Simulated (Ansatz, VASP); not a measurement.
**One calculation of P, two programs**

The input INCAR:

```
ALGO = Normal
EDIFF = 1E-6
ENCUT = 520
GGA = PE
ISIF = 2
ISMEAR = 0
LASPH = True
LCHARG = True
LELF = True
LREAL = False
LVHAR = True
LWAVE = False
NBANDS = 30
NELM = 100
PREC = Accurate
SIGMA = 0.2
```

File KPOINTS:

```
k-points
0
Gamma
  6 6 4
```

POSCAR

```
P
1.0
   -5.2030448892      0.0000000000      0.0000000000
    2.6015224446      4.7638834781      0.0000000000
    0.0000000000     -2.3819417390     -5.3879302507
P
8
Direct
    0.5517981009      0.6035962018      0.2071924036
    0.5517981009      0.1035962018      0.2071924036
    0.0517981009      0.1035962018      0.2071924036
    0.0517981009      0.6035962018      0.2071924036
    0.9482018991      0.3964037982      0.7928075964
    0.9482018991      0.8964037982      0.7928075964
    0.4482018991      0.8964037982      0.7928075964
    0.4482018991      0.3964037982      0.7928075964
```

Input for Ansatz:

```yaml
crystal:
  lattice:
    - [-5.2030448892, 0.0, 0.0]
    - [2.6015224446, 4.7638834781, 0.0]
    - [0.0, -2.381941739, -5.3879302507]
  atoms:
    - { symbol: P, position: [0.5517981009, 0.6035962018, 0.2071924036] }
    - { symbol: P, position: [0.5517981009, 0.1035962018, 0.2071924036] }
    - { symbol: P, position: [0.0517981009, 0.1035962018, 0.2071924036] }
    - { symbol: P, position: [0.0517981009, 0.6035962018, 0.2071924036] }
    - { symbol: P, position: [0.9482018991, 0.3964037982, 0.7928075964] }
    - { symbol: P, position: [0.9482018991, 0.8964037982, 0.7928075964] }
    - { symbol: P, position: [0.4482018991, 0.8964037982, 0.7928075964] }
    - { symbol: P, position: [0.4482018991, 0.3964037982, 0.7928075964] }
basis:
  ecutwfc: 420
kpoints:
  mp_grid: { grid: [6, 6, 4] }
hamiltonian:
  xc: pbe
scf:
  occupations: { method: gaussian, width: 0.2 }
  lower_state_search: "off"
output:
  forces: true
  stress: true
  eigenvalues: true
```

Alike in both runs: task single point; functional PBE; k mesh 6 × 6 × 4; occupations gaussian, width 0.2 eV; no spin polarisation.

```csv
,VASP,Ansatz
version,VASP 6.6.1,Ansatz 0.2.0
potentials or method,"VASP PAW PBE potentials, release 64 (P), cutoff 520 eV","scalar-relativistic, plane waves, PAW"
valence electrons in the cell,40,40
```

|  | VASP | Ansatz | Ansatz less VASP |
| --- | --- | --- | --- |
| gap on the k mesh at the Fermi level (eV) | none | none | - |
| pressure (GPa) | -0.5 | -0.2 | +0.25 |
| traceless stress, the component that is largest in VASP (GPa) | -4.18 | -4.33 | -0.141 |
| rms of the force components (eV/Å) | 0.024 | 0.053 | +0.0293 |

Atom by atom the forces differ by 0.029 eV/Å (rms over components). A gap of «none» marks a metal or a gap that the smearing closes.
